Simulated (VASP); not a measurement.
The system is Cu.

```
Cu
1.0
     2.33646    0.00000    0.00000
     0.00000    2.33646    0.00000
     0.00000    0.00000    2.33646
Cu
1
Direct
  0.00000 0.00000 0.00000
```

| Property | Result |
| --- | --- |
| Program | VASP 6.6.1 |
| Task | relaxation of cell and atoms |
| Functional | RPBE |
| Potentials or basis | VASP PAW PBE potentials, release 64 (Cu) |
| Cutoff | 600 eV |
| k mesh | 13 × 13 × 13 |
| Occupations | fermi-dirac, width 0.1 eV |
| Spin | no spin polarisation |

At the start: pressure 16.4 GPa; volume 12.75 Å³/atom.

Problem. Where does the relaxation end?

Solution. Over 3 steps the energy falls by 80.8 meV/atom and the volume is 14.55 Å³/atom (+14.1 %); space group Pm-3m (No. 221, to 0.05 Å).

The path:
```tsv
step	energy change (eV)	largest force (eV/Å)	pressure (GPa)	volume (Å³)
1	0.0000	0.0000	16.45	12.75
2	-0.0713	0.0000	-3.84	15.33
3	-0.0808	0.0000	0.04	14.55
```

Final structure:
```
Cu
1.0
     2.44141    0.00000    0.00000
     0.00000    2.44141    0.00000
     0.00000    0.00000    2.44141
Cu
1
Direct
  0.00000 0.00000 0.00000
```

Caveat: the PAW data sets were made with another functional, which shifts forces and pressure a little.
